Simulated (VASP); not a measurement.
# Al2Cu (P4/mmm) in VASP: further runs

Aim: see how the results for Al2Cu move with the level of theory and the settings. Levels: r2SCAN, LDA, PBEsol. Tasks: single point.

Everything below comes from runs of VASP 6.6.1. Logs are shortened: lines on timing, memory, paths and dates and some standing lists are left out, and cuts for length are marked.

### Step 1. The cell of the first run

It takes space group P4/mmm (No. 123, tetragonal). The conventional cell has a = 4.105 Å, b = 4.105 Å, c = 2.891 Å, α = 90.00°, β = 90.00°, γ = 90.00°. Within 3.3 Å of Al (site symmetry mmm) lie 4 Cu at 2.51 Å and 6 Al at 2.89 to 2.90 Å. Cu (site symmetry 4/mmm) has 8 Al at 2.51 Å and 2 Cu at 2.89 Å within 3.3 Å.

### Step 2. Single point, r2SCAN

File POSCAR:

```
Al2Cu
1.0
    4.1051820000      0.0000000000      0.0000000000
    0.0000000000      4.1051820000      0.0000000000
    0.0000000000      0.0000000000      2.8913130000
Al Cu
2 1
Direct
    0.5000000000      0.0000000000      0.5000000000
    0.0000000000      0.5000000000      0.5000000000
    0.0000000000      0.0000000000      0.0000000000
```

File INCAR.step1:

```
  PREC = Accurate
  ENCUT = 520
  ISMEAR = 0
  SIGMA = 0.1
  LREAL = F
  LASPH = T
  NELM = 100
  NBANDS = 16
  GGA = PE
  ALGO = Normal
  EDIFF = 1E-4
  LWAVE = T
  LCHARG = F
```

File INCAR.step2:

```
  PREC = Accurate
  ENCUT = 520
  EDIFF = 1E-7
  ISMEAR = 0
  SIGMA = 0.1
  LREAL = F
  LASPH = T
  NELM = 100
  ALGO = Normal
  ISIF = 2
  LWAVE = F
  LCHARG = F
  METAGGA = R2SCAN
  LMIXTAU = T
  NBANDS = 16
  ISTART = 1
```

File KPOINTS:

```
Automatic mesh
0
Gamma
  10 10 14
```

Potentials or basis: VASP PAW PBE potentials, release 64 (Al, Cu).

Started as:

```sh
cat potpaw_PBE.64/Al/POTCAR potpaw_PBE.64/Cu/POTCAR > POTCAR
cp INCAR.step1 INCAR
mpirun -np 1 vasp_std > vasp.out
cp INCAR.step2 INCAR
mpirun -np 1 vasp_std > vasp.out
```

OUTCAR:

```text
PREC = Accurate
   ENCUT = 520
   EDIFF = 1E-7
   ISMEAR = 0
   LREAL = F
   LASPH = T
   NELM = 100
   ISIF = 2
   METAGGA = R2SCAN
   ISTART = 1

 ion  position               nearest neighbor table
   1  0.500  0.000  0.500-   3 2.51   3 2.51   3 2.51   3 2.51   2 2.90   2 2.90   2 2.90   2 2.90

   2  0.000  0.500  0.500-   3 2.51   3 2.51   3 2.51   3 2.51   1 2.90   1 2.90   1 2.90   1 2.90

   3  0.000  0.000  0.000-   1 2.51   2 2.51   1 2.51   2 2.51   2 2.51   2 2.51   1 2.51   1 2.51

  LATTYP: Found a simple tetragonal cell.
 ALAT       =     4.1051820000
 C/A-ratio  =     0.7043081159

  Lattice vectors:

 A1 = (   4.1051820000,   0.0000000000,   0.0000000000)
 A2 = (   0.0000000000,   4.1051820000,   0.0000000000)
 A3 = (   0.0000000000,   0.0000000000,   2.8913130000)

Analysis of symmetry for initial positions (statically):
=====================================================================
 Subroutine PRICEL returns:
 Original cell was already a primitive cell.

 Routine SETGRP: Setting up the symmetry group for a
 simple tetragonal supercell.

 Subroutine GETGRP returns: Found 16 space group operations
 (whereof 16 operations were pure point group operations)
 out of a pool of 16 trial point group operations.

The static configuration has the point symmetry D_4h.

Analysis of symmetry for dynamics (positions and initial velocities):
=====================================================================
 Subroutine PRICEL returns:
 Original cell was already a primitive cell.

 Routine SETGRP: Setting up the symmetry group for a
 simple tetragonal supercell.

 Subroutine GETGRP returns: Found 16 space group operations
 (whereof 16 operations were pure point group operations)
 out of a pool of 16 trial point group operations.

The dynamic configuration has the point symmetry D_4h.

 Subroutine INISYM returns: Found 16 space group operations
 (whereof 16 operations are pure point group operations),
 and found     1 'primitive' translations

----------------------------------------------------------------------------------------

                                     Primitive cell

  volume of cell :      48.7259

  direct lattice vectors                    reciprocal lattice vectors
     4.105182000  0.000000000  0.000000000     0.243594559  0.000000000  0.000000000
     0.000000000  4.105182000  0.000000000     0.000000000  0.243594559  0.000000000
     0.000000000  0.000000000  2.891313000     0.000000000  0.000000000  0.345863627

  length of vectors
     4.105182000  4.105182000  2.891313000     0.243594559  0.243594559  0.345863627

  position of ions in fractional coordinates (direct lattice)
     0.500000000  0.000000000  0.500000000
     0.000000000  0.500000000  0.500000000
     0.000000000  0.000000000  0.000000000

  ion indices of the primitive-cell ions
   primitive index   ion index
                 1           1
                 2           2
                 3           3

----------------------------------------------------------------------------------------

 KPOINTS: Automatic mesh

Automatic generation of k-mesh.
 Grid dimensions read from file:
 generate k-points for:   10   10   14

 Generating k-lattice:

  Cartesian coordinates                     Fractional coordinates (reciprocal lattice)
     0.024359456  0.000000000  0.000000000     0.100000000  0.000000000  0.000000000
     0.000000000  0.024359456  0.000000000     0.000000000  0.100000000  0.000000000
     0.000000000  0.000000000  0.024704545     0.000000000  0.000000000  0.071428571

  Length of vectors
     0.024359456  0.024359456  0.024704545

  Shift w.r.t. Gamma in fractional coordinates (k-lattice)
     0.000000000  0.000000000  0.000000000

 Subroutine IBZKPT returns following result:
 ===========================================

 Found    168 irreducible k-points:

 Following reciprocal coordinates:
            Coordinates               Weight
  0.000000  0.000000  0.000000      1.000000
  0.100000  0.000000  0.000000      4.000000
  0.200000  0.000000  0.000000      4.000000
  0.300000  0.000000  0.000000      4.000000
  0.400000  0.000000  0.000000      4.000000
  0.500000  0.000000  0.000000      2.000000
[... 16 lines left out ...]
  0.100000  0.000000  0.071429      8.000000
  0.200000  0.000000  0.071429      8.000000
 [... further k-points ...]
   k-points           NKPTS =    168   k-points in BZ     NKDIM =    168   number of bands    NBANDS=     16
   number of dos      NEDOS =    301   number of ions     NIONS =      3
   total plane-waves  NPLWV =  24576
   dimension x,y,z NGX =    32 NGY =   32 NGZ =   24
   dimension x,y,z NGXF=    64 NGYF=   64 NGZF=   48
   ions per type =               2   1
   NGX,Y,Z   is equivalent  to a cutoff of  12.96, 12.96, 13.80 a.u.
   NGXF,Y,Z  is equivalent  to a cutoff of  25.92, 25.92, 27.60 a.u.
 SYSTEM =  unknown system
   PREC   = accura    normal or accurate (medium, high low for compatibility)
   ISTART =      1    job   : 0-new  1-cont  2-samecut
   ICHARG =      0    charge: 1-file 2-atom 10-const
   ISPIN  =      1    spin polarized calculation?
   LNONCOLLINEAR =      F non collinear calculations
   LSORBIT =      F    spin-orbit coupling
   LASPH  =      T    aspherical Exc in radial PAW
   ENCUT  =  520.0 eV  38.22 Ry    6.18 a.u.   7.63  7.63  5.38*2*pi/ulx,y,z
   NELM   =    100;   NELMIN=  2; NELMDL=  0     # of ELM steps
   EDIFF  = 0.1E-06   stopping-criterion for ELM
   LREAL  =      F    real-space projection
   EDIFFG = 0.1E-05   stopping-criterion for IOM
   NSW    =      0    number of steps for IOM
   IBRION =     -1    ionic relax: 0-MD 1-quasi-New 2-CG
   NFREE  =      0    steps in history (QN), initial steepest desc. (CG)
   ISIF   =      2    stress and relaxation
   ISYM   =      2    0-nonsym 1-usesym 2-fastsym
   POTIM  = 0.5000    time-step for ionic-motion
   TEBEG  =    0.0;   TEEND  =   0.0 temperature during run
   PSTRESS=    0.0 pullay stress
   NELECT =      17.0000    total number of electrons
   NUPDOWN=      -1.0000    fix difference up-down
   EMIN   =  10.00;   EMAX   =-10.00  energy-range for DOS
   EFERMI =   0.00;   METHOD = LEGACY
   ISMEAR =     0;   SIGMA  =   0.10  broadening in eV -4-tet -1-fermi 0-gaus
   EFERMI_NEDOS =   21; number of points for ismear=-14 and -15
   IALGO  =     38    algorithm
   IMIX   =      4    mixing-type and parameters
     AMIX     =   0.40;   BMIX     =  1.00
     AMIX_MAG =   1.60;   BMIX_MAG =  1.00
  volume/ion in A,a.u.               =      16.24       109.61
  Fermi-wavevector in a.u.,A,eV,Ry     =   1.152492  2.177894 18.071765  1.328237
  Thomas-Fermi vector in A             =   2.289142
   LORBIT       =      0    0 simple, 1 ext, 2 COOP (PROOUT), +10 PAW based schemes
   METAGGA = R2SCAN    functional components
   LHFCALC =     F    Hartree Fock is set to
   AEXX    =    0.0000 exact exchange contribution
   IVDW    =     0    specifies the selected vdW correction
   LEPSILON=     F    determine dielectric tensor
   LRPA    =     F    only Hartree local field effects (RPA)
 non-spin polarized calculation
 Gauss-broadening in eV      SIGMA  =   0.10
  energy-cutoff  :      520.00
  volume of cell :       48.73
 maximum number of plane-waves:      1339
 NGX is ok and might be reduce to    32
   NGX = 15   NGY = 15   NGZ = 11

 number of electron      16.9999979 magnetization

 Free energy of the ion-electron system (eV)
  ---------------------------------------------------
  ext. energy  EPLUGINS =         0.00000000
  ---------------------------------------------------
  free energy    TOTEN  =       -24.40841553 eV

  energy without entropy =      -24.40396738  energy(sigma->0) =      -24.40619145

 E-fermi :   7.0496     XC(G=0): -11.1166

 val. band max:        7.0463432493   @ k =   0.5000   0.1000   0.3571
 cond. band min:       7.0525217838   @ k =   0.4000   0.2000   0.2143
 fundamental gap:      0.0061785344
 Fermi energy:         7.0495658569

 k-point     1 :       0.0000    0.0000    0.0000
  band No.  band energies     occupation
      1      -4.0043      2.00000
      2       1.5084      2.00000
      3       2.0184      2.00000
      4       2.6728      2.00000
      5       2.9080      2.00000
      6       2.9080      2.00000
[... 8 lines left out ...]
     15      14.4922      0.00000
     16      20.4636      0.00000

 k-point     2 :       0.1000    0.0000    0.0000
  band No.  band energies     occupation
      1      -3.9150      2.00000
      2       1.4516      2.00000
      3       1.9966      2.00000
      4       2.6451      2.00000
      5       2.9048      2.00000
      6       2.9085      2.00000
[... 8 lines left out ...]
     15      15.8431      0.00000
     16      20.0643      0.00000

 k-point     3 :       0.2000    0.0000    0.0000
  band No.  band energies     occupation
      1      -3.6506      2.00000
      2       1.1396      2.00000
      3       1.9502      2.00000
      4       2.5806      2.00000
      5       2.8965      2.00000
      6       2.9098      2.00000
[... 8 lines left out ...]
     15      17.7282      0.00000
     16      19.1705      0.00000

 k-point     4 :       0.3000    0.0000    0.0000
  band No.  band energies     occupation
      1      -3.2259      2.00000
      2       0.3975      2.00000
      3       1.9365      2.00000
      4       2.5127      2.00000
      5       2.7553      2.00000
      6       2.8862      2.00000
[... 8 lines left out ...]
     15      18.1773      0.00000
     16      19.7706      0.00000
[... 324 lines left out ...]
 k-point    22 :       0.0000    0.0000    0.0714
  band No.  band energies     occupation
      1      -3.9066      2.00000
      2       1.5401      2.00000
      3       2.0531      2.00000
      4       2.6821      2.00000
      5       2.8070      2.00000
      6       2.8070      2.00000
[... 8 lines left out ...]
     15      15.9479      0.00000
     16      19.5448      0.00000

 k-point    23 :       0.1000    0.0000    0.0714
  band No.  band energies     occupation
      1      -3.8174      2.00000
      2       1.4847      2.00000
      3       2.0323      2.00000
      4       2.6527      2.00000
      5       2.7941      2.00000
      6       2.8142      2.00000
[... 8 lines left out ...]
     15      16.3883      0.00000
     16      18.9173      0.00000

 k-point    24 :       0.2000    0.0000    0.0714
  band No.  band energies     occupation
      1      -3.5533      2.00000
      2       1.1838      2.00000
      3       1.9859      2.00000
      4       2.5893      2.00000
      5       2.7495      2.00000
      6       2.8250      2.00000
[... 8 lines left out ...]
     15      17.7879      0.00000
     16      17.8969      0.00000

 [... further k-points ...]
[... 5 lines left out ...]
  --------------------------------------------------------------------------------------
  -------------------------------------------------------------------------------------
  Total       -0.5827321     -0.5827321     -0.8766215      0.0000000      0.0000000      0.0000000
  in kB      -19.1610637    -19.1610637    -28.8245653      0.0000000      0.0000000      0.0000000
  external PRESSURE =     -22.3822309 kB  Pullay stress =       0.0000000 kB

 VOLUME and BASIS-vectors are now :
 -----------------------------------------------------------------------------
  energy-cutoff  :      520.00
  volume of cell :       48.73
      direct lattice vectors                 reciprocal lattice vectors
     4.105182000  0.000000000  0.000000000     0.243594559  0.000000000  0.000000000
     0.000000000  4.105182000  0.000000000     0.000000000  0.243594559  0.000000000
     0.000000000  0.000000000  2.891313000     0.000000000  0.000000000  0.345863627

 POSITION                                       TOTAL-FORCE (eV/Angst)
 -----------------------------------------------------------------------------------
      2.05259      0.00000      1.44566         0.000000      0.000000      0.000000
      0.00000      2.05259      1.44566         0.000000      0.000000      0.000000
      0.00000      0.00000      0.00000         0.000000      0.000000      0.000000
 -----------------------------------------------------------------------------------
    total drift:                                0.000000      0.000000      0.000000

  FREE ENERGIE OF THE ION-ELECTRON SYSTEM (eV)
  ---------------------------------------------------
  free  energy   TOTEN  =       -24.4084155251 eV

  energy  without entropy=      -24.4039673821  energy(sigma->0) =      -24.40619145
```

Wall time 13 min (1 thread of AMD EPYC 7R13, shared host); peak memory 0.24 GiB.

Results:

| Quantity | Value |
| --- | --- |
| Free energy | -24.4084 eV |
| Pressure | -2.2 GPa |

Levels at points of the mesh, in eV from the Fermi level:
| k point | band 5 | band 6 | band 7 | band 8 | band 9 | band 10 | band 11 | band 12 | band 13 | band 14 |
| --- | --- | --- | --- | --- | --- | --- | --- | --- | --- | --- |
| (0.00, 0.00, 0.00) | -4.14 | -4.14 | -2.52 | -2.52 | 0.10 | 1.09 | 6.42 | 6.69 | 6.69 | 7.35 |
| (0.50, 0.00, 0.00) | -4.42 | -4.17 | -4.14 | -1.13 | 1.67 | 1.99 | 2.18 | 7.88 | 8.96 | 9.88 |
| (0.50, 0.50, 0.00) | -4.45 | -4.33 | -4.17 | -4.17 | -2.50 | 8.99 | 8.99 | 9.83 | 10.56 | 10.89 |
| (0.00, 0.00, 0.50) | -4.89 | -4.19 | -3.10 | 2.68 | 2.68 | 2.68 | 2.89 | 2.89 | 3.33 | 4.38 |
| (0.50, 0.00, 0.50) | -4.27 | -4.23 | -3.20 | -2.56 | -1.73 | 3.93 | 4.19 | 4.58 | 5.55 | 6.43 |
| (0.50, 0.50, 0.50) | -4.03 | -3.67 | -2.40 | -2.40 | -0.97 | -0.83 | 0.10 | 0.10 | 2.75 | 12.53 |

Caveat: the PAW data sets were made with another functional, which shifts forces and pressure a little.

[end of part 1 of 3]
